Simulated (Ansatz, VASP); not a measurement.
## One calculation of Al3B2W, two programs

```xyz
6
Lattice="4.6261 -1.6240 0.0031 4.6261 1.6240 0.0031 -3.9648 0.0000 4.8276" Properties=species:S:1:pos:R:3 pbc="T T T"
Al    2.0228    0.0000    4.0946
Al    3.3069    0.0000    0.7523
Al   -0.6789    0.0000    2.8471
B     4.8166    0.0000    4.0740
B     0.4172    0.0000    0.7307
W     5.9775    0.0000    2.0025
```

Change from the starting cell: species swapped into the Mo2As3P type (Cm, No. 8).

Alike in both runs: functional PBE; k mesh 6 × 6 × 3; occupations gaussian, width 0.2 eV; no spin polarisation.

Ansatz relaxed the structure, and its values are those at the end. VASP's run is a single point on that final structure, the one shown.

|  | VASP | Ansatz |
| --- | --- | --- |
| version | VASP 6.6.1 | Ansatz 0.2.0 |
| potentials or method | VASP PAW PBE potentials, release 64 (Al, B, W_sv), cutoff 520 eV | scalar-relativistic, plane waves, PAW |
| valence electrons in the cell | 29 | 29 |

```csv
,VASP,Ansatz,Ansatz less VASP
gap on the k mesh at the Fermi level (eV),none,none,-
pressure (GPa),0.1,0.1,-0.01
rms of the force components (eV/Å),0.017,0.015,-0.0019
```

A gap of «none» marks a metal or a gap that the smearing closes. With one functional, cell and mesh, what is left measures potentials, basis and numerics.

The k mesh is coarse, so the values compare programs but aren't converged. Neither program's run includes spin-orbit coupling.
